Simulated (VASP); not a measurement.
A run of VASP 6.6.1:

INCAR

```
  PREC = Accurate
  ENCUT = 600
  EDIFF = 1E-8
  ISMEAR = 0
  SIGMA = 0.01
  LREAL = False
  LASPH = True
  NELM = 80
  ALGO = Normal
  ISIF = 3
  LWAVE = False
  LCHARG = True
  GGA = PE
  IBRION = 6
  NFREE = 2
  POTIM = 0.015
  NSW = 1
```

The input KPOINTS:

```
Automatic mesh
0
Gamma
  12 12 12
```

POSCAR

```
LiF
1.0
    0.0000000000      2.1820947188      2.1820947188
    2.1820947188      0.0000000000      2.1820947188
    2.1820947188      2.1820947188      0.0000000000
Li F
1 1
Direct
    0.7500000000      0.7500000000      0.7500000000
    0.0000000000      0.0000000000      0.0000000000
```

Potentials or basis: VASP PAW PBE potentials, release 64 (Li_sv, F).

Command:

```sh
$ cat potpaw_PBE.64/Li_sv/POTCAR potpaw_PBE.64/F/POTCAR > POTCAR
$ mpirun -np 1 vasp_std > vasp.out
```

Hardware: 1 thread of AMD EPYC 7R13, with other jobs on the host.

Q: Estimate the wall time of this run.

A: Run time: 21 min on 1 thread of AMD EPYC 7R13, on a shared host, peak memory 0.29 GiB. Counts: scf iterations 167, k points 72.
